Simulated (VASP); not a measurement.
# In (P6/mmm) in VASP: further runs, part 2 of 2

VASP 6.6.1. The steps go on from the part before.

## 3. Single point, revPBE (32.34 Å³/atom)

This run uses another cell than the first one, of 32.34 Å³/atom.

INCAR reads:

```
SYSTEM = In
PREC = Accurate ; ENCUT = 520
EDIFF = 1E-7 ; ISMEAR = -1
SIGMA = 0.1 ; LREAL = .FALSE.
LASPH = .TRUE. ; NELM = 60
ALGO = Normal ; ISIF = 2
LWAVE = .FALSE. ; LCHARG = .FALSE.
GGA = RE ; NBANDS = 26
```

KPOINTS reads:

```
regular mesh
0
G
  8 8 11
  0 0 0
```

POSCAR reads:

```
In
1.0
    5.6507503497      0.0000000000      0.0000000000
   -2.8253751749      4.8936933532      0.0000000000
    0.0000000000      0.0000000000      3.5088236237
In
3
Direct
    0.0000000000      0.0000000000      0.0000000000
    0.3333333333      0.6666666667      0.5000000000
    0.6666666667      0.3333333333      0.5000000000
```

Potentials or basis: VASP PAW PBE potentials, release 64 (In_d).

Launch:

```bash
> cat potpaw_PBE.64/In_d/POTCAR > POTCAR
> mpirun -np 1 vasp_std > vasp.out
```

OUTCAR:

```text
SYSTEM = In
   PREC = Accurate
   ENCUT = 520
   EDIFF = 1E-7
   ISMEAR = -1
   LREAL = .FALSE.
   LASPH = .TRUE.
   NELM = 60
   ISIF = 2
   GGA = RE

 ion  position               nearest neighbor table
   1  0.000  0.000  0.000-   2 3.70   3 3.70   2 3.70   3 3.70   2 3.70   2 3.70   3 3.70   3 3.70
                             3 3.70   3 3.70   2 3.70   2 3.70
   2  0.333  0.667  0.500-   3 3.26   3 3.26   3 3.26   1 3.70   1 3.70   1 3.70   1 3.70   1 3.70
                             1 3.70
   3  0.667  0.333  0.500-   2 3.26   2 3.26   2 3.26   1 3.70   1 3.70   1 3.70   1 3.70   1 3.70
                             1 3.70

  LATTYP: Found a hexagonal cell.
[... 893 lines left out ...]
  --------------------------------------------------------------------------------------
  -------------------------------------------------------------------------------------
  Total       -1.4148786     -1.4148786     -1.5429679      0.0000000     -0.0000000     -0.0000000
  in kB      -23.3628244    -23.3628244    -25.4778669      0.0000000     -0.0000000     -0.0000000
  external PRESSURE =     -24.0678385 kB  Pullay stress =       0.0000000 kB

 VOLUME and BASIS-vectors are now :
 -----------------------------------------------------------------------------
  energy-cutoff  :      520.00
  volume of cell :       97.03
      direct lattice vectors                 reciprocal lattice vectors
     5.650750350  0.000000000  0.000000000     0.176967648  0.102172319  0.000000000
    -2.825375175  4.893693353  0.000000000     0.000000000  0.204344639  0.000000000
     0.000000000  0.000000000  3.508823624     0.000000000  0.000000000  0.284995801

 POSITION                                       TOTAL-FORCE (eV/Angst)
 -----------------------------------------------------------------------------------
      0.00000      0.00000      0.00000         0.000000      0.000000      0.000000
     -0.00000      3.26246      1.75441        -0.000000     -0.000000     -0.000000
      2.82538      1.63123      1.75441         0.000000      0.000000      0.000000
 -----------------------------------------------------------------------------------
    total drift:                                0.000000      0.000000     -0.000000

  FREE ENERGIE OF THE ION-ELECTRON SYSTEM (eV)
  ---------------------------------------------------
  free  energy   TOTEN  =        -6.6456350371 eV

  energy  without entropy=       -6.5774823656  energy(sigma->0) =       -6.61155870
```

OSZICAR:

```text
N       E                     dE             d eps       ncg     rms          rms(c)
DAV:   1     0.342719462502E+03    0.34272E+03   -0.18845E+04  3120   0.189E+03
DAV:   2     0.225598255075E+02   -0.32016E+03   -0.31625E+03  3120   0.430E+02
DAV:   3    -0.567395947672E+01   -0.28234E+02   -0.28053E+02  3802   0.154E+02
DAV:   4    -0.662273507154E+01   -0.94878E+00   -0.94791E+00  3702   0.324E+01
DAV:   5    -0.667646547561E+01   -0.53730E-01   -0.53728E-01  5018   0.581E+00    0.256E+00
DAV:   6    -0.664894236224E+01    0.27523E-01   -0.70497E-02  3984   0.351E+00    0.130E+00
DAV:   7    -0.664521135544E+01    0.37310E-02   -0.26754E-02  4008   0.195E+00    0.307E-01
DAV:   8    -0.664556717492E+01   -0.35582E-03   -0.27749E-03  3420   0.608E-01    0.551E-02
DAV:   9    -0.664561858232E+01   -0.51407E-04   -0.17233E-04  4812   0.114E-01    0.282E-02
DAV:  10    -0.664563466535E+01   -0.16083E-04   -0.32300E-05  3674   0.616E-02    0.121E-02
DAV:  11    -0.664563478934E+01   -0.12399E-06   -0.29673E-06  4076   0.352E-02    0.106E-02
DAV:  12    -0.664563500193E+01   -0.21259E-06   -0.17730E-07  2430   0.569E-03    0.646E-03
DAV:  13    -0.664563503713E+01   -0.35195E-07   -0.84005E-08  1834   0.469E-03
   1 F= -.66456350E+01 E0= -.66115587E+01  d E =-.681527E-01
```

Run time: 1.8 min. Hardware: 1 thread of Intel Xeon Platinum 8488C (Sapphire Rapids), shared host; peak memory 0.27 GiB.

What came out:

- Free energy: -6.6456 eV
- Pressure: -2.4 GPa
- Band gap on the k mesh: zero (an odd number of electrons rules out a gap without spin polarisation)

Levels at points of the mesh, in eV from the Fermi level:
| k point | band 17 | band 18 | band 19 | band 20 | band 21 | band 22 |
| --- | --- | --- | --- | --- | --- | --- |
| (0.00, 0.00, 0.00) | -3.03 | -2.79 | -0.71 | -0.71 | -0.55 | -0.55 |
| (0.50, 0.00, 0.00) | -6.61 | -3.89 | -2.46 | 2.84 | 2.98 | 4.19 |

Caveat: the PAW data sets were made with another functional, which shifts forces and pressure a little; spin-orbit coupling is left out, which moves the levels of the heavy elements.

## 4. Single point, revPBE

This run uses another cell than the first one, of 28.88 Å³/atom.

INCAR reads:

```
ALGO     = Normal         # electronic algorithm
EDIFF    = 1E-6           # SCF threshold, eV
ENCUT    = 520            # plane-wave cutoff, eV
GGA      = RE             # functional
ISIF     = 2              # what is computed and relaxed
ISMEAR   = -1             # smearing method
LASPH    = T              # aspherical terms in the spheres
LCHARG   = T              # write CHGCAR
LELF     = T              # ELF
LREAL    = F              # projectors in reciprocal space
LVHAR    = T            
LWAVE    = F              # write WAVECAR
NBANDS   = 26             # bands
NELM     = 60             # most SCF steps
PREC     = Accurate       # precision mode
SIGMA    = 0.1            # smearing width, eV
```

KPOINTS reads:

```
k-points
0
Gamma
  9 9 12
```

POSCAR reads:

```
In
1.0
    5.4412679522      0.0000000000      0.0000000000
   -2.7206339761      4.7122762754      0.0000000000
    0.0000000000      0.0000000000      3.3787458925
In
3
Direct
    0.0000000000      0.0000000000      0.0000000000
    0.3333333333      0.6666666667      0.5000000000
    0.6666666667      0.3333333333      0.5000000000
```

Launch:

```bash
> cat potpaw_PBE.64/In_d/POTCAR > POTCAR
> mpirun -np 1 vasp_std > vasp.out
```

Wall time 3.6 min (1 thread of Intel Xeon 8259CL, shared host); peak memory 0.29 GiB.

It converged, with:

| Item | Value |
| --- | --- |
| Free energy | -6.7325 eV |
| Pressure | 0.2 GPa |
| Band gap on the k mesh | zero (an odd number of electrons rules out a gap without spin polarisation) |

Stress tensor (GPa, compression positive):
```
 0.57  0.00  0.00
 0.00  0.57  0.00
 0.00  0.00 -0.66
```

Levels at points of the mesh, in eV from the Fermi level:
| k point | band 16 | band 17 | band 18 | band 19 | band 20 | band 21 | band 22 | band 23 |
| --- | --- | --- | --- | --- | --- | --- | --- | --- |
| (0.00, 0.00, 0.00) | -8.90 | -2.79 | -2.55 | -0.83 | -0.83 | -0.69 | -0.69 | 4.35 |
| (0.00, 0.00, 0.50) | -5.83 | -4.81 | 0.33 | 0.97 | 1.06 | 1.16 | 1.16 | 1.47 |

Caveat: the PAW data sets were made with another functional, which shifts forces and pressure a little; spin-orbit coupling is left out, which moves the levels of the heavy elements.

## 5. Relaxation of cell and atoms, revPBE

This run uses another cell than the first one, of 26.14 Å³/atom.

INCAR reads:

```
SYSTEM = In
PREC = Accurate
ENCUT = 600
EDIFF = 1E-6
ISMEAR = -1
SIGMA = 0.1
LREAL = .False.
LASPH = .True.
NELM = 80
ALGO = Normal
ISIF = 3
LWAVE = .False.
LCHARG = .False.
GGA = RE
IBRION = 2
NSW = 80
EDIFFG = -0.01
```

KPOINTS reads:

```
Automatic mesh
0
Gamma
  7 7 10
  0 0 0
```

POSCAR reads:

```
In
1.0
    5.2864609513      0.0000000000      0.0000000000
   -2.6432304757      4.5782094800      0.0000000000
    0.0000000000      0.0000000000      3.2406005632
In
3
Direct
    0.0000000000      0.0000000000      0.0000000000
    0.3333333333      0.6666666667      0.5000000000
    0.6666666667      0.3333333333      0.5000000000
```

Launch:

```bash
> cat potpaw_PBE.64/In_d/POTCAR > POTCAR
> mpirun -np 1 vasp_std > vasp.out
```

Wall time 9.2 min (1 thread of Intel Xeon 8259CL, shared host); peak memory 0.27 GiB.

Results (log left out):

```yaml
Free_energy: -6.7771 eV
Relaxed_volume: 28.86 Å³/atom
Relaxed_cell: a = 5.440 Å, b = 5.440 Å, c = 3.378 Å, α = 90.00°, β = 90.00°, γ = 120.00°
Space_group_after_relaxing_to_0.1_Å: P6/mmm (No. 191)
Energy_gained_by_relaxing: 29.9 meV/atom
Ionic_steps: 8
Pressure_after_relaxing: 0.0 GPa
Band_gap_on_the_k_mesh: zero (an odd number of electrons rules out a gap without spin polarisation)
```

The path:
| step | energy change (eV) | largest force (eV/Å) | pressure (GPa) | volume (Å³) |
| --- | --- | --- | --- | --- |
| 1 | 0.0000 | 0.0000 | 3.89 | 78.43 |
| 2 | -0.0884 | 0.0000 | 0.23 | 85.87 |
| 3 | -0.0888 | 0.0000 | -0.04 | 86.55 |
| 4 | -0.0888 | 0.0000 | 0.03 | 86.38 |
| 5 | -0.0894 | 0.0000 | 0.09 | 86.40 |
| 6 | -0.0897 | 0.0000 | 0.06 | 86.42 |
| 7 | -0.0897 | 0.0000 | 0.06 | 86.42 |
| 8 | -0.0897 | 0.0000 | -0.04 | 86.59 |

Final structure:
```
CELL_PARAMETERS angstrom
5.44000 0.00000 0.00000
-2.72000 4.71118 0.00000
0.00000 0.00000 3.37847
ATOMIC_POSITIONS crystal
In 0.00000 0.00000 0.00000
In 0.33333 0.66667 0.50000
In 0.66667 0.33333 0.50000
```

Levels at points of the mesh, in eV from the Fermi level:
```csv
k point,band 15,band 16,band 17,band 18,band 19,band 20,band 21,band 22,band 23
"(0.00, 0.00, 0.00)",-14.39,-8.95,-2.83,-2.60,-0.88,-0.88,-0.73,-0.73,4.30
"(0.00, 0.00, 0.50)",-14.34,-5.88,-4.86,0.28,0.93,1.02,1.11,1.11,1.42
```

Caveat: the PAW data sets were made with another functional, which shifts forces and pressure a little; spin-orbit coupling is left out, which moves the levels of the heavy elements.

## 6. The runs side by side

```tsv
task	cell	k mesh	cutoff (eV)	gap on the mesh (eV)	pressure (GPa)
single point	a = 5.583, b = 5.583, c = 3.467 Å, angles 90.0, 90.0, 120.0°, 3 atoms	8 × 8 × 11	520	none	-1.8
single point	a = 5.651, b = 5.651, c = 3.509 Å, angles 90.0, 90.0, 120.0°, 3 atoms	8 × 8 × 11	520	none	-2.4
single point	a = 5.441, b = 5.441, c = 3.379 Å, angles 90.0, 90.0, 120.0°, 3 atoms	9 × 9 × 12	520	none	0.2
relaxation of cell and atoms	relaxed from a = 5.286, b = 5.286, c = 3.241 Å, angles 90.0, 90.0, 120.0°, 3 atoms	7 × 7 × 10	600	none	0.0
```

Alike in all rows: level revPBE; potentials or basis VASP PAW PBE potentials, release 64 (In_d); no spin polarisation; smearing fermi-dirac 0.1 eV.

Caveats: the PAW data sets were made with another functional, which shifts forces and pressure a little; spin-orbit coupling is left out, which moves the levels of the heavy elements.

Absolute energies hang on the potentials; compare differences alone.
